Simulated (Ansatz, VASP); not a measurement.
One calculation of Os, two programs

Contents of INCAR:

```
SYSTEM = Os
PREC     = Accurate       ! precision mode
ENCUT    = 600            ! plane-wave cutoff, eV
EDIFF    = 1E-6           ! SCF threshold, eV
ISMEAR   = 0              ! smearing method
SIGMA    = 0.05           ! smearing width, eV
LREAL    = .FALSE.        ! projectors in reciprocal space
LASPH    = .TRUE.         ! aspherical terms in the spheres
NELM     = 120            ! most SCF steps
ALGO     = Normal         ! electronic algorithm
ISIF     = 2              ! what is computed and relaxed
LWAVE    = .FALSE.        ! write WAVECAR
LCHARG   = .FALSE.        ! write CHGCAR
GGA      = PE             ! functional
NBANDS   = 10             ! bands
GGA_COMPAT= .FALSE.
```

KPOINTS

```
regular mesh
0
G
  8 8 8
  0 0 0
```

File POSCAR:

```
Os
1.0
    0.0000000000      1.9278827483      1.9278827483
    1.9278827483      0.0000000000      1.9278827483
    1.9278827483      1.9278827483      0.0000000000
Os
1
Direct
    0.0000000000      0.0000000000      0.0000000000
```

Input for Ansatz:

```yaml
crystal:
  lattice:
    - [0.0, 1.9278827483, 1.9278827483]
    - [1.9278827483, 0.0, 1.9278827483]
    - [1.9278827483, 1.9278827483, 0.0]
  atoms:
    - { symbol: Os, position: [0.0, 0.0, 0.0] }
basis:
  ecutwfc: 420
  ecutrho_ratio: 4
kpoints:
  mp_grid: { grid: [8, 8, 8] }
hamiltonian:
  xc: pbe
scf:
  occupations: { method: gaussian, width: 0.05 }
output:
  forces: true
  stress: true
  eigenvalues: true
```

Alike in both runs: task single point; functional PBE; k mesh 8 × 8 × 8; occupations gaussian, width 0.05 eV; no spin polarisation.

|  | VASP | Ansatz |
| --- | --- | --- |
| version | VASP 6.6.1 | Ansatz 0.2.0 |
| potentials or method | VASP PAW PBE potentials, release 64 (Os), cutoff 600 eV | scalar-relativistic, plane waves, PAW |
| valence electrons in the cell | 8 | 16 |

```tsv
	VASP	Ansatz	Ansatz less VASP
gap on the k mesh at the Fermi level (eV)	none	none	-
pressure (GPa)	0.0	0.0	+0.01
```

A gap of «none» marks a metal or a gap that the smearing closes. VASP's potentials hold 8 valence electrons a cell and Ansatz's 16, so a difference there can come from the potentials and not from the codes.

Neither program's run includes spin-orbit coupling.
